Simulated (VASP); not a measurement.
Crystal: MgO.

```
CELL_PARAMETERS angstrom
0.00000 2.13515 2.13515
2.13515 0.00000 2.13515
2.13515 2.13515 0.00000
ATOMIC_POSITIONS crystal
Mg 0.00000 0.00000 0.00000
O 0.50000 0.50000 0.50000
```

Base run:

| Quantity | Value |
| --- | --- |
| Program | VASP 6.6.1 |
| Functional | PBE |
| Potentials or basis | VASP PAW PBE potentials, release 64 (Mg, O) |
| Cutoff | 520 eV |
| k mesh | 11 × 11 × 11 |
| Occupations | fermi-dirac, width 0.01 eV |
| Spin | no spin polarisation |

Its results: band gap on the k mesh 4.34 eV, direct; pressure -2.4 GPa.

Q: The run is repeated on the same cell with these changes: k mesh from 11 × 11 × 11 to 3 × 3 × 3. What comes out?

A: Band gap on the k mesh 4.29 eV, direct; pressure -2.0 GPa.

Caveats: some runs use coarse meshes.

